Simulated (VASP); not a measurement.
# I (Fmmm) in VASP: notebook

I is run at these levels: BLYP+D4, LDA, RPBE; tasks: single point.

Program: VASP 6.6.1. These are calculated values, not measurements. Logs are shortened: lines on timing, memory, paths and dates and some standing lists are left out, and cuts for length are marked.

## Step 1: The cell of the first run

The typed cell holds 1 atom: a = 4.303 Å, b = 4.302 Å, c = 3.250 Å, α = 67.82°, β = 67.80°, γ = 44.38°.

## Step 2: Single point, BLYP+D4

INCAR

```
PREC     = Accurate       # precision mode
ENCUT    = 520            # plane-wave cutoff, eV
EDIFF    = 1E-6           # SCF threshold, eV
ISMEAR   = -1             # smearing method
SIGMA    = 0.05           # smearing width, eV
LREAL    = F              # projectors in reciprocal space
LASPH    = T              # aspherical terms in the spheres
NELM     = 60             # most SCF steps
ALGO     = Normal         # electronic algorithm
ISIF     = 2              # what is computed and relaxed
LWAVE    = F              # write WAVECAR
LCHARG   = F              # write CHGCAR
GGA      = B5             # functional
ALDAX    = 1.0          
AGGAX    = 1.0          
AGGAC    = 1.0          
ALDAC    = 0.0          
IVDW     = 13             # dispersion correction
VDW_S6   = 1.0          
VDW_S8   = 2.34076671   
VDW_A1   = 0.44488865   
VDW_A2   = 4.0933009    
NBANDS   = 10             # bands
```

KPOINTS

```
Automatic mesh
0
Gamma
  9 9 9
```

POSCAR

```
I
1.0
    0.0000000000      2.2990316359      3.6375302441
    2.2974343287      0.0000000000      3.6375302441
    2.2974343287      2.2990316359      0.0000000000
I
1
Direct
    0.0000000000      0.0000000000      0.0000000000
```

Potentials or basis: VASP PAW PBE potentials, release 64 (I).

Command:

```bash
$ cat potpaw_PBE.64/I/POTCAR > POTCAR
$ mpirun -np 1 vasp_std > vasp.out
```

OUTCAR:

```text
PREC = Accurate
   ENCUT = 520
   EDIFF = 1E-6
   ISMEAR = -1
   LREAL = F
   LASPH = T
   NELM = 60
   ISIF = 2
   GGA = B5
   IVDW = 13

 ion  position               nearest neighbor table
   1  0.000  0.000  0.000-

  LATTYP: Found a face centered orthorhombic cell.
 ALAT       =     4.5948686574
 B/A-ratio  =     1.0006952570
 C/A-ratio  =     1.5833010758

  Lattice vectors:

 A1 = (   0.0000000000,   2.2990316359,   3.6375302441)
 A2 = (   2.2974343287,   0.0000000000,   3.6375302441)
 A3 = (   2.2974343287,   2.2990316359,   0.0000000000)

Analysis of symmetry for initial positions (statically):
=====================================================================
 Subroutine PRICEL returns:
 Original cell was already a primitive cell.

 Routine SETGRP: Setting up the symmetry group for a
 face centered orthorhombic supercell.

 Subroutine GETGRP returns: Found  8 space group operations
 (whereof  8 operations were pure point group operations)
 out of a pool of  8 trial point group operations.

The static configuration has the point symmetry D_2h.

Analysis of symmetry for dynamics (positions and initial velocities):
=====================================================================
 Subroutine PRICEL returns:
 Original cell was already a primitive cell.

 Routine SETGRP: Setting up the symmetry group for a
 face centered orthorhombic supercell.

 Subroutine GETGRP returns: Found  8 space group operations
 (whereof  8 operations were pure point group operations)
 out of a pool of  8 trial point group operations.

The dynamic configuration has the point symmetry D_2h.

 Subroutine INISYM returns: Found  8 space group operations
 (whereof  8 operations are pure point group operations),
 and found     1 'primitive' translations

----------------------------------------------------------------------------------------

                                     Primitive cell

  volume of cell :      38.4260

  direct lattice vectors                    reciprocal lattice vectors
     0.000000000  2.299031636  3.637530244    -0.217634077  0.217482871  0.137455902
     2.297434329  0.000000000  3.637530244     0.217634077 -0.217482871  0.137455902
     2.297434329  2.299031636  0.000000000     0.217634077  0.217482871 -0.137455902

  length of vectors
     4.303158461  4.302305286  3.250192449     0.336982960  0.336982960  0.336982960

  position of ions in fractional coordinates (direct lattice)
     0.000000000  0.000000000  0.000000000

  ion indices of the primitive-cell ions
   primitive index   ion index
                 1           1

----------------------------------------------------------------------------------------

 KPOINTS: Automatic mesh

Automatic generation of k-mesh.
 Grid dimensions read from file:
 generate k-points for:    9    9    9

 Generating k-lattice:

  Cartesian coordinates                     Fractional coordinates (reciprocal lattice)
    -0.024181564  0.024164763  0.015272878     0.111111111 -0.000000000 -0.000000000
     0.024181564 -0.024164763  0.015272878     0.000000000  0.111111111  0.000000000
     0.024181564  0.024164763 -0.015272878     0.000000000  0.000000000  0.111111111

  Length of vectors
     0.037442551  0.037442551  0.037442551

  Shift w.r.t. Gamma in fractional coordinates (k-lattice)
     0.000000000  0.000000000  0.000000000

 Subroutine IBZKPT returns following result:
 ===========================================

 Found    125 irreducible k-points:

 Following reciprocal coordinates:
            Coordinates               Weight
  0.000000  0.000000  0.000000      1.000000
  0.111111  0.000000  0.000000      8.000000
  0.222222  0.000000  0.000000      8.000000
  0.333333  0.000000 -0.000000      8.000000
  0.444444  0.000000  0.000000      8.000000
  0.111111  0.111111  0.000000      2.000000
[... 16 lines left out ...]
 -0.333333  0.333333  0.000000      4.000000
  0.444444  0.444444  0.000000      2.000000
 [... further k-points ...]
   k-points           NKPTS =    125   k-points in BZ     NKDIM =    125   number of bands    NBANDS=     10
   number of dos      NEDOS =    301   number of ions     NIONS =      1
   total plane-waves  NPLWV =  24576
   dimension x,y,z NGX =    32 NGY =   32 NGZ =   24
   dimension x,y,z NGXF=    64 NGYF=   64 NGZF=   48
   ions per type =               1
   NGX,Y,Z   is equivalent  to a cutoff of  12.36, 12.37, 12.28 a.u.
   NGXF,Y,Z  is equivalent  to a cutoff of  24.73, 24.73, 24.55 a.u.
 SYSTEM =  unknown system
   PREC   = accura    normal or accurate (medium, high low for compatibility)
   ISTART =      0    job   : 0-new  1-cont  2-samecut
   ICHARG =      2    charge: 1-file 2-atom 10-const
   ISPIN  =      1    spin polarized calculation?
   LNONCOLLINEAR =      F non collinear calculations
   LSORBIT =      F    spin-orbit coupling
   LASPH  =      T    aspherical Exc in radial PAW
   ENCUT  =  520.0 eV  38.22 Ry    6.18 a.u.   8.00  8.00  6.04*2*pi/ulx,y,z
   NELM   =     60;   NELMIN=  2; NELMDL= -5     # of ELM steps
   EDIFF  = 0.1E-05   stopping-criterion for ELM
   LREAL  =      F    real-space projection
   EDIFFG = 0.1E-04   stopping-criterion for IOM
   NSW    =      0    number of steps for IOM
   IBRION =     -1    ionic relax: 0-MD 1-quasi-New 2-CG
   NFREE  =      0    steps in history (QN), initial steepest desc. (CG)
   ISIF   =      2    stress and relaxation
   ISYM   =      2    0-nonsym 1-usesym 2-fastsym
   POTIM  = 0.5000    time-step for ionic-motion
   TEBEG  =    0.0;   TEEND  =   0.0 temperature during run
   PSTRESS=    0.0 pullay stress
   NELECT =       7.0000    total number of electrons
   NUPDOWN=      -1.0000    fix difference up-down
   EMIN   =  10.00;   EMAX   =-10.00  energy-range for DOS
   EFERMI =   0.00;   METHOD = LEGACY
   ISMEAR =    -1;   SIGMA  =   0.05  broadening in eV -4-tet -1-fermi 0-gaus
   EFERMI_NEDOS =   21; number of points for ismear=-14 and -15
   IALGO  =     38    algorithm
   IMIX   =      4    mixing-type and parameters
     AMIX     =   0.40;   BMIX     =  1.00
     AMIX_MAG =   1.60;   BMIX_MAG =  1.00
  volume/ion in A,a.u.               =      38.43       259.31
  Fermi-wavevector in a.u.,A,eV,Ry     =   0.928038  1.753738 11.718090  0.861255
  Thomas-Fermi vector in A             =   2.054172
   LORBIT       =      0    0 simple, 1 ext, 2 COOP (PROOUT), +10 PAW based schemes
   GGA     = B5    functional components
   LHFCALC =     F    Hartree Fock is set to
   AEXX    =    0.0000 exact exchange contribution
   IVDW    =    13    specifies the selected vdW correction
   LEPSILON=     F    determine dielectric tensor
   LRPA    =     F    only Hartree local field effects (RPA)
 non-spin polarized calculation
  energy-cutoff  :      520.00
  volume of cell :       38.43
 maximum number of plane-waves:      1050
   NGX = 15   NGY = 15   NGZ = 13

 number of electron       7.0000000 magnetization

 Free energy of the ion-electron system (eV)
  ---------------------------------------------------
  ext. energy  EPLUGINS =         0.00000000
  ---------------------------------------------------
  free energy    TOTEN  =        -0.94535112 eV

  energy without entropy =       -0.93889230  energy(sigma->0) =       -0.94212171

 E-fermi :   4.3121     XC(G=0):  -8.0345

 val. band max:        4.3107565122   @ k =   0.0000   0.1111   0.1111
 cond. band min:       4.3662185576   @ k =   0.2222   0.4444   0.1111
 fundamental gap:      0.0554620454
 Fermi energy:         4.3120886932

 k-point     1 :       0.0000    0.0000    0.0000
  band No.  band energies     occupation
      1      -9.4923      2.00000
      2       2.9489      2.00000
      3       5.2158      0.00000
      4       5.2181      0.00000
      5       9.5733      0.00000
      6      12.0550      0.00000
      7      12.9368      0.00000
      8      16.1962      0.00000
      9      16.1996      0.00000
     10      16.8286      0.00000

 k-point     2 :       0.1111    0.0000    0.0000
  band No.  band energies     occupation
      1      -9.3614      2.00000
      2       2.8806      2.00000
      3       4.1935      1.82931
      4       5.2930      0.00000
      5       9.9719      0.00000
      6      12.4548      0.00000
      7      13.7739      0.00000
      8      14.2721      0.00000
      9      16.4048      0.00000
     10      17.3824      0.00000

 k-point     3 :       0.2222    0.0000    0.0000
  band No.  band energies     occupation
      1      -8.9967      2.00000
      2       2.1562      2.00000
      3       2.8941      2.00000
      4       5.4965      0.00000
      5      10.5561      0.00000
      6      12.6804      0.00000
      7      12.9203      0.00000
      8      16.4211      0.00000
      9      16.9593      0.00000
     10      18.1485      0.00000

 k-point     4 :       0.3333    0.0000   -0.0000
  band No.  band energies     occupation
      1      -8.5024      2.00000
      2       0.4738      2.00000
      3       2.7615      2.00000
      4       5.7499      0.00000
      5      10.0272      0.00000
      6      13.1955      0.00000
      7      13.6975      0.00000
      8      16.6808      0.00000
      9      17.7040      0.00000
     10      18.2244      0.00000
[... 222 lines left out ...]
 k-point    22 :      -0.4444    0.3333    0.0000
  band No.  band energies     occupation
      1      -8.6871      2.00000
      2       0.7484      2.00000
      3       1.9799      2.00000
      4       5.2343      0.00000
      5      11.9621      0.00000
      6      13.8605      0.00000
      7      15.3052      0.00000
      8      18.4644      0.00000
      9      18.6838      0.00000
     10      19.3741      0.00000

 k-point    23 :      -0.3333    0.3333    0.0000
  band No.  band energies     occupation
      1      -8.2948      2.00000
      2       0.3466      2.00000
      3       1.3358      2.00000
      4       5.5851      0.00000
      5      12.5089      0.00000
      6      12.5737      0.00000
      7      15.2528      0.00000
      8      17.0334      0.00000
      9      18.4784      0.00000
     10      20.0225      0.00000

 k-point    24 :       0.4444    0.4444    0.0000
  band No.  band energies     occupation
      1      -9.0955      2.00000
      2       0.2061      2.00000
      3       4.8601      0.00003
      4       4.8628      0.00003
      5      11.2749      0.00000
      6      11.5655      0.00000
      7      16.2130      0.00000
      8      19.7232      0.00000
      9      19.7243      0.00000
     10      21.1551      0.00000

 [... further k-points ...]

------------------------ aborting loop because EDIFF is reached ----------------------------------------

  DFT-D4 for vdW energy calculation

  Edisp (eV):   -0.70860

  FORCE on cell =-STRESS in cart. coord.  units (eV):
  Direction    XX          YY          ZZ          XY          YZ          ZX
  --------------------------------------------------------------------------------------
  -------------------------------------------------------------------------------------
  Total       0.02249     0.02178     0.00072     0.00000     0.00000     0.00000
  in kB       0.93774     0.90796     0.02997     0.00000     0.00000     0.00000
  external pressure =        0.63 kB  Pullay stress =        0.00 kB

 VOLUME and BASIS-vectors are now :
 -----------------------------------------------------------------------------
  energy-cutoff  :      520.00
  volume of cell :       38.43
      direct lattice vectors                 reciprocal lattice vectors
     0.000000000  2.299031636  3.637530244    -0.217634077  0.217482871  0.137455902
     2.297434329  0.000000000  3.637530244     0.217634077 -0.217482871  0.137455902
     2.297434329  2.299031636  0.000000000     0.217634077  0.217482871 -0.137455902

 POSITION                                       TOTAL-FORCE (eV/Angst)
 -----------------------------------------------------------------------------------
      0.00000      0.00000      0.00000         0.000000      0.000000      0.000000
 -----------------------------------------------------------------------------------
    total drift:                                0.000000      0.000000      0.000000

  FREE ENERGIE OF THE ION-ELECTRON SYSTEM (eV)
  ---------------------------------------------------
  free  energy   TOTEN  =        -1.6539543472 eV

  energy  without entropy=       -1.6474955220  energy(sigma->0) =       -1.65072493
```

It took 42 s on 1 thread of Intel Xeon 8259CL, shared host; peak memory 0.19 GiB.

What came out:

- Free energy: -1.6540 eV
- Pressure: 0.1 GPa
- Band gap on the k mesh: zero (an odd number of electrons rules out a gap without spin polarisation)
- Dispersion energy per atom: -0.709 eV

Levels at points of the mesh, in eV from the Fermi level:
| k point | band 1 | band 2 | band 3 | band 4 | band 5 | band 6 | band 7 | band 8 | band 9 |
| --- | --- | --- | --- | --- | --- | --- | --- | --- | --- |
| (0.00, 0.00, 0.00) | -13.80 | -1.36 | 0.90 | 0.91 | 5.26 | 7.74 | 8.62 | 11.88 | 11.89 |

Caveat: the PAW data sets were made with another functional, which shifts forces and pressure a little; spin-orbit coupling is left out, which moves the levels of the heavy elements; an odd number of electrons without spin polarisation forces a metal; a magnetic or distorted state may lie lower.

(Continued in part 2 of 3.)

The gap in the log of VASP goes by the Fermi energy; the results here count the filled bands.